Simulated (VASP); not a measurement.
# CdS (P1) in VASP: a series of runs

Runs on CdS. Level: PBEsol. Tasks: single point.

Program: VASP 6.6.1. These are calculated values, not measurements. Logs are shortened: lines on timing, memory, paths and dates and some standing lists are left out, and cuts for length are marked.

### 1 The cell of the first run

The typed cell holds 16 atoms: a = 7.682 Å, b = 7.682 Å, c = 6.445 Å, α = 90.00°, β = 90.00°, γ = 120.00°.

### 2 Single point, PBEsol

INCAR reads:

```
SYSTEM = CdS
PREC = Accurate ; ENCUT = 520
EDIFF = 1E-6 ; ISMEAR = -1
SIGMA = 0.026 ; LREAL = Auto
LASPH = .True. ; NELM = 100
ALGO = Normal ; ISIF = 2
LWAVE = .False. ; LCHARG = .True.
GGA = PS ; LELF = .True.
LVHAR = .True. ; NBANDS = 86
```

KPOINTS reads:

```
Automatic mesh
0
Gamma
  3 3 3
  0 0 0
```

POSCAR reads:

```
CdS
1.0
    7.6820831481      0.0000000001      0.0000000000
   -3.8410415741      6.6528791602      0.0000000000
    0.0000000000      0.0000000000      6.4452706236
Cd S
8 8
Direct
    0.0027635389      0.0021399757     -0.0003750036
    0.0027608531      0.0023233550      0.4978783960
   -0.0044230834      0.5011688804      0.0028028303
    0.0025640719      0.4988494335      0.4991473885
    0.4979442598     -0.0026744812      0.0036656335
    0.4984450681     -0.0020987906      0.4963934312
    0.4986883941      0.5024178133      0.0019673340
    0.5000353835      0.4980439176      0.4996350329
    0.1723383981      0.3357466664      0.2500115347
    0.3269807807      0.1583787973      0.7490794851
    0.1647095301      0.8349439192      0.2578593045
    0.3361016845      0.6624023816      0.7440624731
    0.6666627901      0.3418515420      0.2484057061
    0.8313302426      0.1690705592      0.7488169670
    0.6711760069      0.8346360825      0.2485333966
    0.8338353409      0.6650507086      0.7462561746
```

Potentials or basis: VASP PAW PBE potentials, release 64 (Cd, S).

Command:

```sh
$ cat potpaw_PBE.64/Cd/POTCAR potpaw_PBE.64/S/POTCAR > POTCAR
$ mpirun -np 1 vasp_std > vasp.out
```

OUTCAR:

```text
SYSTEM = CdS
   PREC = Accurate
   ENCUT = 520
   EDIFF = 1E-6
   ISMEAR = -1
   LREAL = Auto
   LASPH = .True.
   NELM = 100
   ISIF = 2
   GGA = PS

 ion  position               nearest neighbor table
   1  0.003  0.002  1.000-  10 2.69  15 2.73   9 2.74  11 2.75  14 2.77  16 2.77   2 3.21   2 3.23

   2  0.003  0.002  0.498-  11 2.68  10 2.70  15 2.73   9 2.73  16 2.76  14 2.77   1 3.21   1 3.23

   3  0.996  0.501  0.003-  13 2.70  16 2.73  14 2.75  11 2.76   9 2.78  12 2.81   4 3.20   4 3.25

   4  0.003  0.499  0.499-  14 2.72  12 2.72  11 2.72   9 2.74  16 2.74  13 2.76   3 3.20   3 3.25

   5  0.498  0.997  0.004-  15 2.74  10 2.75  11 2.76  14 2.76  13 2.78  12 2.79   6 3.18   6 3.27

   6  0.498  0.998  0.496-  11 2.70  10 2.74  12 2.74  15 2.75  14 2.75  13 2.79   5 3.18   5 3.27

   7  0.499  0.502  0.002-   9 2.70  13 2.70  12 2.71  15 2.72  16 2.77  10 2.81   8 3.21   8 3.24

   8  0.500  0.498  0.500-  13 2.69  12 2.69   9 2.71  16 2.73  15 2.76  10 2.77   7 3.21   7 3.24

   9  0.172  0.336  0.250-   7 2.70   8 2.71   2 2.73   4 2.74   1 2.74   3 2.78
  10  0.327  0.158  0.749-   1 2.69   2 2.70   6 2.74   5 2.75   8 2.77   7 2.81
  11  0.165  0.835  0.258-   2 2.68   6 2.70   4 2.72   1 2.75   5 2.76   3 2.76
  12  0.336  0.662  0.744-   8 2.69   7 2.71   4 2.72   6 2.74   5 2.79   3 2.81
  13  0.667  0.342  0.248-   8 2.69   3 2.70   7 2.70   4 2.76   5 2.78   6 2.79
  14  0.831  0.169  0.749-   4 2.72   6 2.75   3 2.75   5 2.76   2 2.77   1 2.77
  15  0.671  0.835  0.249-   7 2.72   1 2.73   2 2.73   5 2.74   6 2.75   8 2.76
  16  0.834  0.665  0.746-   3 2.73   8 2.73   4 2.74   2 2.76   7 2.77   1 2.77

  LATTYP: Found a hexagonal cell.
 ALAT       =     7.6820831481
 C/A-ratio  =     0.8390003726

  Lattice vectors:

 A1 = (   7.6820831481,   0.0000000001,   0.0000000000)
 A2 = (  -3.8410415741,   6.6528791602,   0.0000000000)
 A3 = (   0.0000000000,   0.0000000000,   6.4452706236)

Analysis of symmetry for initial positions (statically):
=====================================================================
 Subroutine PRICEL returns:
 Original cell was already a primitive cell.

 Routine SETGRP: Setting up the symmetry group for a
 hexagonal supercell.

 Subroutine GETGRP returns: Found  1 space group operations
 (whereof  1 operations were pure point group operations)
 out of a pool of 24 trial point group operations.

The static configuration has the point symmetry C_1 .

Analysis of symmetry for dynamics (positions and initial velocities):
=====================================================================
 Subroutine PRICEL returns:
 Original cell was already a primitive cell.

 Routine SETGRP: Setting up the symmetry group for a
 hexagonal supercell.

 Subroutine GETGRP returns: Found  1 space group operations
 (whereof  1 operations were pure point group operations)
 out of a pool of 24 trial point group operations.

The dynamic configuration has the point symmetry C_1 .

 Subroutine INISYM returns: Found  1 space group operations
 (whereof  1 operations are pure point group operations),
 and found     1 'primitive' translations

----------------------------------------------------------------------------------------

                                     Primitive cell

  volume of cell :     329.4047

  direct lattice vectors                    reciprocal lattice vectors
     7.682083148  0.000000000  0.000000000     0.130173025  0.075155431  0.000000000
    -3.841041574  6.652879160  0.000000000    -0.000000000  0.150310862  0.000000000
     0.000000000  0.000000000  6.445270624     0.000000000  0.000000000  0.155152523

  length of vectors
     7.682083148  7.682083148  6.445270624     0.150310862  0.150310862  0.155152523

  position of ions in fractional coordinates (direct lattice)
     0.002763539  0.002139976  0.999624996
     0.002760853  0.002323355  0.497878396
     0.995576917  0.501168880  0.002802830
     0.002564072  0.498849433  0.499147388
     0.497944260  0.997325519  0.003665633
     0.498445068  0.997901209  0.496393431
[... 8 lines left out ...]
     0.671176007  0.834636082  0.248533397
     0.833835341  0.665050709  0.746256175

  ion indices of the primitive-cell ions
   primitive index   ion index
                 1           1
                 2           2
                 3           3
                 4           4
                 5           5
                 6           6
[... 8 lines left out ...]
                15          15
                16          16

----------------------------------------------------------------------------------------

 KPOINTS: Automatic mesh

Automatic generation of k-mesh.
 Grid dimensions read from file:
 generate k-points for:    3    3    3

 Generating k-lattice:

  Cartesian coordinates                     Fractional coordinates (reciprocal lattice)
     0.043391008  0.025051810  0.000000000     0.333333333  0.000000000  0.000000000
    -0.000000000  0.050103621  0.000000000     0.000000000  0.333333333  0.000000000
     0.000000000  0.000000000  0.051717508     0.000000000  0.000000000  0.333333333

  Length of vectors
     0.050103621  0.050103621  0.051717508

  Shift w.r.t. Gamma in fractional coordinates (k-lattice)
     0.000000000  0.000000000  0.000000000

 Subroutine IBZKPT returns following result:
 ===========================================

 Found     14 irreducible k-points:

 Following reciprocal coordinates:
            Coordinates               Weight
  0.000000  0.000000  0.000000      1.000000
  0.333333  0.000000  0.000000      2.000000
  0.000000  0.333333  0.000000      2.000000
 -0.333333  0.333333  0.000000      2.000000
  0.333333  0.333333  0.000000      2.000000
  0.000000  0.000000  0.333333      2.000000
  0.333333  0.000000  0.333333      2.000000
  0.000000  0.333333  0.333333      2.000000
 -0.333333  0.333333  0.333333      2.000000
 -0.333333 -0.000000  0.333333      2.000000
 -0.000000 -0.333333  0.333333      2.000000
  0.333333 -0.333333  0.333333      2.000000
  0.333333  0.333333  0.333333      2.000000
 -0.333333 -0.333333  0.333333      2.000000
   k-points           NKPTS =     14   k-points in BZ     NKDIM =     14   number of bands    NBANDS=     86
   number of dos      NEDOS =    301   number of ions     NIONS =     16
   total plane-waves  NPLWV = 172800
   dimension x,y,z NGX =    60 NGY =   60 NGZ =   48
   dimension x,y,z NGXF=   120 NGYF=  120 NGZF=   96
   ions per type =               8   8
   NGX,Y,Z   is equivalent  to a cutoff of  12.98, 12.98, 12.38 a.u.
   NGXF,Y,Z  is equivalent  to a cutoff of  25.97, 25.97, 24.76 a.u.
 SYSTEM =  CdS
   PREC   = accura    normal or accurate (medium, high low for compatibility)
   ISTART =      0    job   : 0-new  1-cont  2-samecut
   ICHARG =      2    charge: 1-file 2-atom 10-const
   ISPIN  =      1    spin polarized calculation?
   LNONCOLLINEAR =      F non collinear calculations
   LSORBIT =      F    spin-orbit coupling
   LASPH  =      T    aspherical Exc in radial PAW
   ENCUT  =  520.0 eV  38.22 Ry    6.18 a.u.  14.28 14.28 11.98*2*pi/ulx,y,z
   NELM   =    100;   NELMIN=  2; NELMDL= -5     # of ELM steps
   EDIFF  = 0.1E-05   stopping-criterion for ELM
   LREAL  =      T    real-space projection
   EDIFFG = 0.1E-04   stopping-criterion for IOM
   NSW    =      0    number of steps for IOM
   IBRION =     -1    ionic relax: 0-MD 1-quasi-New 2-CG
   NFREE  =      0    steps in history (QN), initial steepest desc. (CG)
   ISIF   =      2    stress and relaxation
   ISYM   =      2    0-nonsym 1-usesym 2-fastsym
   POTIM  = 0.5000    time-step for ionic-motion
   TEBEG  =    0.0;   TEEND  =   0.0 temperature during run
   PSTRESS=    0.0 pullay stress
   NELECT =     144.0000    total number of electrons
   NUPDOWN=      -1.0000    fix difference up-down
   EMIN   =  10.00;   EMAX   =-10.00  energy-range for DOS
   EFERMI =   0.00;   METHOD = LEGACY
   ISMEAR =    -1;   SIGMA  =   0.03  broadening in eV -4-tet -1-fermi 0-gaus
   EFERMI_NEDOS =   21; number of points for ismear=-14 and -15
   IALGO  =     38    algorithm
   IMIX   =      4    mixing-type and parameters
     AMIX     =   0.40;   BMIX     =  1.00
     AMIX_MAG =   1.60;   BMIX_MAG =  1.00
  volume/ion in A,a.u.               =      20.59       138.93
  Fermi-wavevector in a.u.,A,eV,Ry     =   1.242469  2.347927 21.003727  1.543730
  Thomas-Fermi vector in A             =   2.376823
   LORBIT       =      0    0 simple, 1 ext, 2 COOP (PROOUT), +10 PAW based schemes
   GGA     = PS    functional components
   LHFCALC =     F    Hartree Fock is set to
   AEXX    =    0.0000 exact exchange contribution
   IVDW    =     0    specifies the selected vdW correction
   LEPSILON=     F    determine dielectric tensor
   LRPA    =     F    only Hartree local field effects (RPA)
 non-spin polarized calculation
  energy-cutoff  :      520.00
  volume of cell :      329.40
 maximum number of plane-waves:      8892
 NGX is ok and might be reduce to    60
   NGX = 29   NGY = 29   NGZ = 23

 number of electron     144.0000000 magnetization

 Free energy of the ion-electron system (eV)
  ---------------------------------------------------
  ext. energy  EPLUGINS =         0.00000000
  ---------------------------------------------------
  free energy    TOTEN  =       -52.31665908 eV

  energy without entropy =      -52.31665144  energy(sigma->0) =      -52.31665526

 E-fermi :   3.0911     XC(G=0): -10.5488

 val. band max:        2.8297613807   @ k =   0.0000   0.0000   0.0000
 cond. band min:       3.3148493569   @ k =   0.0000   0.0000   0.0000
 fundamental gap:      0.4850879762
 Fermi energy:         3.0910914001

 k-point     1 :       0.0000    0.0000    0.0000
  band No.  band energies     occupation
      1     -10.0532      2.00000
      2      -9.1727      2.00000
      3      -9.1477      2.00000
      4      -9.1419      2.00000
      5      -8.9488      2.00000
      6      -8.8696      2.00000
[... 1207 lines left out ...]
     83       8.4606      0.00000
     84       8.5045      0.00000
 [bands above 84 left out]

------------------------ aborting loop because EDIFF is reached ----------------------------------------

  FORCE on cell =-STRESS in cart. coord.  units (eV):
  Direction    XX          YY          ZZ          XY          YZ          ZX
  --------------------------------------------------------------------------------------
  -------------------------------------------------------------------------------------
  Total       -3.2548014     -3.1360445     -4.2333221      0.0254020      0.0323803     -0.0538497
  in kB      -15.8308881    -15.2532715    -20.5902726      0.1235519      0.1574931     -0.2619171
  external PRESSURE =     -17.2248107 kB  Pullay stress =       0.0000000 kB

 VOLUME and BASIS-vectors are now :
 -----------------------------------------------------------------------------
  energy-cutoff  :      520.00
  volume of cell :      329.40
      direct lattice vectors                 reciprocal lattice vectors
     7.682083148  0.000000000  0.000000000     0.130173025  0.075155431  0.000000000
    -3.841041574  6.652879160  0.000000000    -0.000000000  0.150310862  0.000000000
     0.000000000  0.000000000  6.445270624     0.000000000  0.000000000  0.155152523

 POSITION                                       TOTAL-FORCE (eV/Angst)
 -----------------------------------------------------------------------------------
      0.01301      0.01424      6.44285        -0.083212     -0.031574     -0.100464
      0.01228      0.01546      3.20896        -0.108698     -0.025097      0.153610
      5.72309      3.33422      0.01806         0.062600      0.006735     -0.114283
     -1.89640      3.31879      3.21714        -0.050715     -0.006564      0.081419
     -0.00552      6.63509      0.02363         0.006813      0.045844     -0.105023
     -0.00388      6.63892      3.19939         0.064423      0.051660      0.119492
[... 8 lines left out ...]
      1.95016      5.55273      1.60187        -0.126273      0.131995     -0.057226
      3.85111      4.42450      4.80982        -0.035501      0.047196      0.118841
 -----------------------------------------------------------------------------------
    total drift:                               -0.001392     -0.001065      0.003434

  FREE ENERGIE OF THE ION-ELECTRON SYSTEM (eV)
  ---------------------------------------------------
  free  energy   TOTEN  =       -52.3166590813 eV

  energy  without entropy=      -52.3166514366  energy(sigma->0) =      -52.31665526
```

Run time: 8.2 min. Hardware: 1 thread of Intel Xeon Platinum 8375C at 2.90GHz (Ice Lake), shared host; peak memory 0.54 GiB.

Results:

* Free energy: -52.3167 eV
* Pressure: -1.7 GPa
* Largest force: 0.328 eV/Å
* Band gap on the k mesh: 0.48 eV

Forces in eV/Å, atoms in the order of the input:
```
Cd  -0.083 -0.032 -0.100
Cd  -0.109 -0.025  0.154
Cd   0.063  0.007 -0.114
Cd  -0.051 -0.007  0.081
Cd   0.007  0.046 -0.105
Cd   0.064  0.052  0.119
Cd   0.073 -0.017 -0.206
Cd   0.058  0.018  0.139
S   -0.214 -0.027 -0.074
S    0.139  0.136  0.099
S    0.194 -0.094 -0.247
S   -0.123  0.105  0.185
S    0.120 -0.276 -0.004
S    0.024 -0.065  0.013
S   -0.126  0.132 -0.057
S   -0.036  0.047  0.119
```

Stress tensor (GPa, compression positive):
```
-1.58  0.01 -0.03
 0.01 -1.53  0.02
-0.03  0.02 -2.06
```

Caveat: the PAW data sets were made with another functional, which shifts forces and pressure a little.

### 3 Single point, PBEsol

INCAR reads:

```
PREC     = Accurate       # precision mode
ENCUT    = 520            # plane-wave cutoff, eV
EDIFF    = 1E-6           # SCF threshold, eV
ISMEAR   = -1             # smearing method
SIGMA    = 0.026          # smearing width, eV
LREAL    = Auto         
LASPH    = T              # aspherical terms in the spheres
NELM     = 100            # most SCF steps
ALGO     = Normal         # electronic algorithm
ISIF     = 2              # what is computed and relaxed
LWAVE    = F              # write WAVECAR
LCHARG   = F              # write CHGCAR
GGA      = PS             # functional
NBANDS   = 86             # bands
```

KPOINTS reads:

```
Automatic mesh
0
Gamma
  3 3 3
```

POSCAR reads:

```
CdS
1.0
    7.6820831481      0.0000000001      0.0000000000
   -3.8410415741      6.6528791602      0.0000000000
    0.0000000000      0.0000000000      6.4452706236
Cd S
8 8
Direct
    0.0054769003      0.0040069870     -0.0005178991
    0.0062637181      0.0052572727      0.4964973834
   -0.0085106944      0.5022981659      0.0061414023
    0.0046101080      0.4963500645      0.4980712506
    0.4966514400     -0.0041533897      0.0064928228
    0.4969852442     -0.0035834110      0.4931484162
    0.4972109439      0.5033342586      0.0030259397
    0.5003418887      0.4960755968      0.4991317181
    0.1765976393      0.3389264927      0.2516608060
    0.3217947568      0.1504873267      0.7488562206
    0.1625129026      0.8384550306      0.2660830088
    0.3388823991      0.6587173605      0.7386858176
    0.6660896519      0.3499405211      0.2471463330
    0.8305122060      0.1729702242      0.7490245611
    0.6731747028      0.8358654751      0.2443058006
    0.8328974040      0.6631826452      0.7422187957
```

Potentials or basis: VASP PAW PBE potentials, release 64 (Cd, S).

Command:

```sh
$ cat potpaw_PBE.64/Cd/POTCAR potpaw_PBE.64/S/POTCAR > POTCAR
$ mpirun -np 1 vasp_std > vasp.out
```

Wall time 8.7 min (1 thread of Intel Xeon Platinum 8375C at 2.90GHz (Ice Lake), shared host); peak memory 0.55 GiB.

The run converged. Its results:

| Property | Result |
| --- | --- |
| Free energy | -52.1772 eV |
| Pressure | -1.5 GPa |
| Largest force | 0.696 eV/Å |
| Band gap on the k mesh | 0.45 eV |

Forces in eV/Å, atoms in the order of the input:
```
Cd  -0.184 -0.069 -0.162
Cd  -0.303 -0.058  0.291
Cd   0.101  0.040 -0.235
Cd  -0.117  0.053  0.181
Cd   0.014  0.068 -0.190
Cd   0.157  0.068  0.233
Cd   0.102  0.015 -0.386
Cd   0.089  0.068  0.270
S   -0.377 -0.091 -0.165
S    0.252  0.279  0.210
S    0.397 -0.249 -0.514
S   -0.239  0.202  0.317
S    0.259 -0.537 -0.008
S    0.047 -0.162 -0.006
S   -0.186  0.271 -0.051
S   -0.012  0.103  0.216
```

Stress tensor (GPa, compression positive):
```
-1.35  0.04 -0.11
 0.04 -1.31  0.08
-0.11  0.08 -1.75
```

Levels at points of the mesh, in eV from the valence-band top:
```
           k point  band 69  band 70  band 71  band 72  band 73  band 74  band 75  band 76
(0.00, 0.00, 0.00)    -0.11    -0.09    -0.06     0.00     0.45     2.27     2.32     2.66
```

Caveat: the PAW data sets were made with another functional, which shifts forces and pressure a little. A k mesh can miss the band edges.
